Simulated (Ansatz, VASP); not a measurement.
P: VASP beside Ansatz

INCAR

```
SYSTEM = P
ALGO = Normal ; EDIFF = 1E-6
ENCUT = 520 ; GGA = PS
ISIF = 2 ; ISMEAR = 0
LASPH = .TRUE. ; LCHARG = .TRUE.
LELF = .TRUE. ; LREAL = .FALSE.
LVHAR = .TRUE. ; LWAVE = .FALSE.
NBANDS = 18 ; NELM = 100
PREC = Accurate ; SIGMA = 0.05
```

Contents of KPOINTS:

```
k-points
0
G
  8 1 6
  0 0 0
```

POSCAR

```
P
1.0
    3.3658209130      0.0000000000      0.0000000000
    0.0000000000     35.7284567647      0.0000000000
    0.0000000000      0.0000000000      4.6320847100
P
4
Direct
    0.0000000000      0.9702614300      0.5921507200
    0.0000000000      0.0297385700      0.4078492800
    0.5000000000      0.0297385700      0.0921507200
    0.5000000000      0.9702614300      0.9078492800
```

Input for Ansatz:

```yaml
crystal:
  lattice:
    - [3.365820913, 0.0, 0.0]
    - [0.0, 35.7284567647, 0.0]
    - [0.0, 0.0, 4.63208471]
  atoms:
    - { symbol: P, position: [0.0, 0.97026143, 0.59215072] }
    - { symbol: P, position: [0.0, 0.02973857, 0.40784928] }
    - { symbol: P, position: [0.5, 0.02973857, 0.09215072] }
    - { symbol: P, position: [0.5, 0.97026143, 0.90784928] }
basis:
  ecutwfc: 420
kpoints:
  mp_grid: { grid: [8, 1, 6] }
hamiltonian:
  xc: pbesol
scf:
  occupations: { method: gaussian, width: 0.05 }
output:
  forces: true
  stress: true
  eigenvalues: true
  write_density: true
  write_potential: true
  elf: true
  volumetric_format: npy
```

Change from the starting cell: strain +0.025 along x and y, +0.000 along z, atoms carried along.

Alike in both runs: task single point; functional PBEsol; k mesh 8 × 1 × 6; occupations gaussian, width 0.05 eV; no spin polarisation.

|  | VASP | Ansatz |
| --- | --- | --- |
| version | VASP 6.6.1 | Ansatz 0.2.0 |
| potentials or method | VASP PAW PBE potentials, release 64 (P), cutoff 520 eV | scalar-relativistic, plane waves, PAW |
| valence electrons in the cell | 20 | 20 |

Ansatz gave:

* gap on the k mesh at the Fermi level (eV): 0.78
* least direct gap on the mesh (eV): 0.78
* rms of the force components (eV/Å): 0.235

Question: Estimate VASP's values.

Answer: gap on the k mesh at the Fermi level (eV): 0.80; least direct gap on the mesh (eV): 0.80; rms of the force components (eV/Å): 0.238.

VASP's potentials were made for PBE, not for PBEsol. Atom by atom the forces differ by 0.011 eV/Å (rms over components). With one functional, cell and mesh, what is left measures potentials, basis and numerics.
